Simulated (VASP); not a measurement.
A run of VASP 6.6.1 is set up as follows.

The input INCAR:

```
SYSTEM = Be2Co
ALGO = Fast ; EDIFF = 1E-6
ENCUT = 520 ; GGA = PE
ISIF = 2 ; ISMEAR = 0
ISPIN = 2 ; LASPH = .True.
LCHARG = .False. ; LMAXMIX = 4
LORBIT = 11 ; LREAL = .False.
LWAVE = .False. ; MAGMOM = 0 0 1.19
NBANDS = 18 ; NELM = 150
PREC = Accurate ; SIGMA = 0.1
```

KPOINTS

```
k-points
0
Gamma
  2 2 2
  0 0 0
```

The input POSCAR:

```
Be2Co
1.0
    0.0000000000      1.9194920000      5.3325430000
    1.3384940000      0.0000000000      5.3325430000
    1.3384940000      1.9194920000      0.0000000000
Be Co
2 1
Direct
    0.3360580000      0.3360580000      0.6639420000
    0.6639420000      0.6639420000      0.3360580000
    0.0000000000      0.0000000000      0.0000000000
```

Potentials or basis: VASP PAW PBE potentials, release 64 (Be, Co).

Command:

```sh
$ cat potpaw_PBE.64/Be/POTCAR potpaw_PBE.64/Co/POTCAR > POTCAR
$ mpirun -np 1 vasp_std > vasp.out
```

What does it give for the site moments?

Be +0.03; Co +2.07 μB.

What does it give for the pressure?

5.5 GPa.

Forces in eV/Å, atoms in the order of the input:
```
Be   0.000  0.000 -0.784
Be   0.000  0.000  0.784
Co   0.000  0.000  0.000
```

Caveat: the k points lie up to 1.46 Å⁻¹ apart.
